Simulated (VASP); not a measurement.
Na: single point with b88 exchange, pbe correlation

Crystal: Na.

```xyz
1
Lattice="-2.1121 2.1121 2.1121 2.1121 -2.1121 2.1121 2.1121 2.1121 -2.1121" Properties=species:S:1:pos:R:3 pbc="T T T"
Na    0.0000    0.0000    0.0000
```

* Program: VASP 6.6.1
* Task: single point
* Functional: b88 exchange, pbe correlation
* Potentials or basis: VASP PAW PBE potentials, release 64 (Na_pv)
* Cutoff: 500 eV
* k mesh: 9 × 9 × 9
* Occupations: fermi-dirac, width 0.05 eV
* Spin: collinear spin
* Starting moments: [0.5] μB
* Dipole correction: no
* Further INCAR settings: ALGO = Normal; EDIFF = 1e-06; NBANDS = 14

```
Pressure                                              : 0.2 GPa
Net moment                                            : 0.00 μB per cell
Valence electrons inside the program's atomic spheres : Na 6.06
```

Levels at points of the mesh, in eV from the Fermi level:
Spin up:
| k point | band 1 | band 2 | band 3 | band 4 | band 5 | band 6 | band 7 | band 8 |
| --- | --- | --- | --- | --- | --- | --- | --- | --- |
| (0.00, 0.00, 0.00) | -25.03 | -25.03 | -25.03 | -3.22 | 11.68 | 11.68 | 11.68 | 12.64 |
Spin down:
| k point | band 1 | band 2 | band 3 | band 4 | band 5 | band 6 | band 7 | band 8 |
| --- | --- | --- | --- | --- | --- | --- | --- | --- |
| (0.00, 0.00, 0.00) | -25.03 | -25.03 | -25.03 | -3.22 | 11.68 | 11.68 | 11.68 | 12.64 |

Run time: 19 s on 1 thread of Intel(R) Xeon(R) 6975P-C (Granite Rapids), with other jobs on the host, peak memory 0.17 GiB.

Caveat: the PAW data sets were made with another functional, which shifts forces and pressure a little.
